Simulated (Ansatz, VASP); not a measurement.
**Two plane-wave programs on FeRuC4N4**

Contents of INCAR:

```
ALGO = Normal
EDIFF = 1E-6
ENCUT = 520
GGA = PE
ISIF = 2
ISMEAR = 0
ISPIN = 2
LASPH = T
LCHARG = T
LELF = T
LMAXMIX = 4
LORBIT = 11
LREAL = F
LVHAR = T
LWAVE = F
MAGMOM = 4 1 0 0 0 0 0 0 0 0
NBANDS = 44
NELM = 150
PREC = Accurate
SIGMA = 0.1
```

Contents of KPOINTS:

```
k-points
0
Gamma
  4 4 4
```

POSCAR

```
FeRuC4N4
1.0
    5.8808898400      0.0000000000      0.0000000000
    0.0000000000      5.8808898400      0.0000000000
    0.0000000000      0.0000000000      5.8808898400
Fe Ru C N
1 1 4 4
Direct
    0.0000000000      0.0000000000      0.0000000000
    0.5000000000      0.5000000000      0.5000000000
    0.1902611400      0.1902611400      0.1902611400
    0.1902611400      0.8097388600      0.8097388600
    0.8097388600      0.1902611400      0.8097388600
    0.8097388600      0.8097388600      0.1902611400
    0.3051246800      0.3051246800      0.3051246800
    0.3051246800      0.6948753200      0.6948753200
    0.6948753200      0.3051246800      0.6948753200
    0.6948753200      0.6948753200      0.3051246800
```

Input for Ansatz:

```yaml
crystal:
  lattice:
    - [5.88088984, 0.0, 0.0]
    - [0.0, 5.88088984, 0.0]
    - [0.0, 0.0, 5.88088984]
  atoms:
    - { symbol: Fe, position: [0.0, 0.0, 0.0], spin: 4.0 }
    - { symbol: Ru, position: [0.5, 0.5, 0.5], spin: 1.0 }
    - { symbol: C, position: [0.19026114, 0.19026114, 0.19026114] }
    - { symbol: C, position: [0.19026114, 0.80973886, 0.80973886] }
    - { symbol: C, position: [0.80973886, 0.19026114, 0.80973886] }
    - { symbol: C, position: [0.80973886, 0.80973886, 0.19026114] }
    - { symbol: "N", position: [0.30512468, 0.30512468, 0.30512468] }
    - { symbol: "N", position: [0.30512468, 0.69487532, 0.69487532] }
    - { symbol: "N", position: [0.69487532, 0.30512468, 0.69487532] }
    - { symbol: "N", position: [0.69487532, 0.69487532, 0.30512468] }
basis:
  ecutwfc: 420
kpoints:
  mp_grid: { grid: [4, 4, 4] }
hamiltonian:
  xc: pbe
scf:
  occupations: { method: gaussian, width: 0.1 }
  lower_state_search: "off"
output:
  forces: true
  stress: true
  eigenvalues: true
  populations: true
magnetization:
  spin_polarized: true
```

Alike in both runs: task single point; functional PBE; k mesh 4 × 4 × 4; occupations gaussian, width 0.1 eV; collinear spin.

|  | VASP | Ansatz |
| --- | --- | --- |
| version | VASP 6.6.1 | Ansatz 0.2.0 |
| potentials or method | VASP PAW PBE potentials, release 64 (Fe, Ru_pv, C, N), cutoff 520 eV | scalar-relativistic, plane waves, PAW |
| valence electrons in the cell | 58 | 68 |

|  | VASP | Ansatz | Ansatz less VASP |
| --- | --- | --- | --- |
| gap on the k mesh at the Fermi level (eV) | none | none | - |
| pressure (GPa) | 0.5 | 0.2 | -0.38 |
| rms of the force components (eV/Å) | 1.094 | 0.915 | -0.1788 |
| net moment per atom (μB) | 0.20 | 0.20 | 0.000 |
| size of the moment on the site where the two differ most (μB) | 2.94 | 2.62 | -0.317 |

Site moments also hang on the region over which each program counts them. Atom by atom the forces differ by 0.179 eV/Å (rms over components). A gap of «none» marks a metal or a gap that the smearing closes. VASP's potentials hold 58 valence electrons a cell and Ansatz's 68, so a difference there can come from the potentials and not from the codes. Ansatz's warnings: seeded moment not kept.

Noted on VASP's run: the standard files for N, O and F lose accuracy on very short bonds.
